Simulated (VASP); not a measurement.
# GaP (F-43m) in VASP: notebook, part 2 of 2

VASP 6.6.1.

### Step 4. Vibrations by perturbation theory, LDA

This run uses another cell than the first one, of 16.54 Å³/atom, 0.845 times its volume.

Input file INCAR:

```
PREC = Accurate
ENCUT = 520
EDIFF = 1E-8
ISMEAR = 0
SIGMA = 0.01
LREAL = F
LASPH = T
NELM = 80
ALGO = Normal
ISIF = 2
LWAVE = F
LCHARG = F
NBANDS = 16
IBRION = 8
NSW = 1
LEPSILON = T
```

Input file KPOINTS:

```
regular mesh
0
Gamma
  10 10 10
```

Input file POSCAR:

```
GaP
1.0
    0.0000000000      2.5481060573      2.5481060573
    2.5481060573      0.0000000000      2.5481060573
    2.5481060573      2.5481060573      0.0000000000
Ga P
1 1
Direct
    0.0000000000      0.0000000000      0.0000000000
    0.7500000000      0.7500000000      0.7500000000
```

Potentials or basis: VASP PAW LDA potentials, release 64 (Ga_d, P).

Command:

```bash
$ cat potpaw_LDA.64/Ga_d/POTCAR potpaw_LDA.64/P/POTCAR > POTCAR
$ mpirun -np 1 vasp_std > vasp.out
```

OUTCAR:

```text
PREC = Accurate
   ENCUT = 520
   EDIFF = 1E-8
   ISMEAR = 0
   LREAL = F
   LASPH = T
   NELM = 80
   ISIF = 2
   IBRION = 8
   NSW = 1
   LEPSILON = T

 ion  position               nearest neighbor table
   1  0.000  0.000  0.000-   2 2.21   2 2.21   2 2.21   2 2.21
   2  0.750  0.750  0.750-   1 2.21   1 2.21   1 2.21   1 2.21

  LATTYP: Found a face centered cubic cell.
 ALAT       =     5.0962121146

  Lattice vectors:

 A1 = (   0.0000000000,   2.5481060573,   2.5481060573)
 A2 = (   2.5481060573,   0.0000000000,   2.5481060573)
 A3 = (   2.5481060573,   2.5481060573,   0.0000000000)

Analysis of symmetry for initial positions (statically):
=====================================================================
 Subroutine PRICEL returns:
 Original cell was already a primitive cell.

 Routine SETGRP: Setting up the symmetry group for a
 face centered cubic supercell.

 Subroutine GETGRP returns: Found 24 space group operations
 (whereof 24 operations were pure point group operations)
 out of a pool of 48 trial point group operations.

The static configuration has the point symmetry T_d .

Analysis of symmetry for dynamics (positions and initial velocities):
=====================================================================
 Subroutine PRICEL returns:
 Original cell was already a primitive cell.

 Routine SETGRP: Setting up the symmetry group for a
 face centered cubic supercell.

[... 713 lines left out ...]

 PIEZOELECTRIC TENSOR (including local field effects)  for field in x, y, z        (C/m^2)
          XX          YY          ZZ          XY          YZ          ZX
  --------------------------------------------------------------------------------
  x     0.00000     0.00000    -0.00000     0.00000     0.69827     0.00000
  y    -0.00000     0.00000    -0.00000     0.00000     0.00000     0.69827
  z     0.00000    -0.00000     0.00000     0.69827     0.00000     0.00000

 BORN EFFECTIVE CHARGES (including local field effects) (in |e|, cummulative output)
 ---------------------------------------------------------------------------------
 ion    1
    1     1.80254     0.00000     0.00000
    2     0.00000     1.80254     0.00000
    3     0.00000     0.00000     1.80254
 ion    2
    1    -1.80254     0.00000     0.00000
    2     0.00000    -1.80254     0.00000
    3     0.00000     0.00000    -1.80254

 INTERNAL STRAIN TENSOR FOR ION    2 for displacements in x,y,z  (eV/Angst):
          X           Y           Z          XY          YZ          ZX
  --------------------------------------------------------------------------------
  x     0.00000    -0.00000    -0.00000     0.00000    16.34650     0.00000
  y    -0.00000     0.00000    -0.00000     0.00000     0.00000    16.34650
  z    -0.00000    -0.00000     0.00000    16.34650     0.00000     0.00000

 SECOND DERIVATIVES (NOT SYMMETRIZED)
 ------------------------------------
               1X          1Y          1Z          2X          2Y          2Z
  1X   -15.689628    0.000000    0.000000   15.689628    0.000000    0.000000
  1Y     0.000000  -15.689628    0.000000    0.000000   15.689628    0.000000
  1Z     0.000000    0.000000  -15.689628    0.000000    0.000000   15.689628
  2X    15.705263    0.000000    0.000000  -15.705263    0.000000    0.000000
  2Y     0.000000   15.705263    0.000000    0.000000  -15.705263    0.000000
  2Z     0.000000    0.000000   15.705263    0.000000    0.000000  -15.705263

 Eigenvectors and eigenvalues of the dynamical matrix
 ----------------------------------------------------

   1 f  =   13.376067 THz    84.044305 2PiTHz  446.177556 cm-1    55.318942 meV
             X         Y         Z           dx          dy          dz
      0.000000  0.000000  0.000000     0.000000    0.000000   -0.554422
      3.822159  3.822159  3.822159     0.000000    0.000000    0.832236
[... 21 lines left out ...]
   6 f/i=    0.003074 THz     0.019313 2PiTHz    0.102528 cm-1     0.012712 meV
             X         Y         Z           dx          dy          dz
      0.000000  0.000000  0.000000     0.178547   -0.812857    0.000000
      3.822159  3.822159  3.822159     0.118945   -0.541513    0.000000

--------------------------------------------------------------------------------------------------------

 MACROSCOPIC STATIC DIELECTRIC TENSOR IONIC CONTRIBUTION
 ------------------------------------------------------
           1.131946     0.000000     0.000000
           0.000000     1.131946     0.000000
           0.000000     0.000000     1.131946
 ------------------------------------------------------

 ELASTIC MODULI CONTR FROM IONIC RELAXATION (kBar)
 Direction    XX          YY          ZZ          XY          YZ          ZX
 --------------------------------------------------------------------------------
 XX          -0.0000      0.0000      0.0000      0.0000     -0.0000      0.0000
 YY           0.0000     -0.0000      0.0000      0.0000      0.0000     -0.0000
 ZZ           0.0000      0.0000     -0.0000     -0.0000      0.0000      0.0000
 XY           0.0000      0.0000     -0.0000   -819.7234      0.0000      0.0000
 YZ          -0.0000      0.0000      0.0000      0.0000   -819.7234      0.0000
 ZX           0.0000     -0.0000      0.0000      0.0000      0.0000   -819.7234
 --------------------------------------------------------------------------------

 PIEZOELECTRIC TENSOR IONIC CONTR  for field in x, y, z        (C/m^2)
          XX          YY          ZZ          XY          YZ          ZX
  --------------------------------------------------------------------------------
  x    -0.00000     0.00000     0.00000     0.00000    -0.90640     0.00000
  y     0.00000    -0.00000     0.00000     0.00000     0.00000    -0.90640
  z     0.00000     0.00000    -0.00000    -0.90640     0.00000     0.00000
```

Run time: 6.1 min. Hardware: 1 thread of Intel Xeon 6975P-C (Granite Rapids), shared host; peak memory 0.34 GiB.

Results:

```
Electronic dielectric tensor (diagonal)                 : 10.13
Born charges (mean of the diagonal)                     : Ga +1.80; P -1.80 e
Highest phonon frequency at Γ, LO-TO splitting left out : 446 cm⁻¹
```

Phonon frequencies in cm⁻¹ (negative: imaginary):
| q point | frequencies |
| --- | --- |
| (0.000, 0.000, 0.000) | 0 0 0 446 446 446 |

Electronic dielectric tensor:
```
10.13  0.00  0.00
 0.00 10.13  0.00
 0.00  0.00 10.13
```

Born effective charge tensors (e):
atom 1, Ga
```
1.80 0.00 0.00
0.00 1.80 0.00
0.00 0.00 1.80
```
atom 2, P
```
-1.80  0.00  0.00
 0.00 -1.80  0.00
 0.00  0.00 -1.80
```

Caveat: the cell wasn't relaxed at this level first, which shifts response properties.
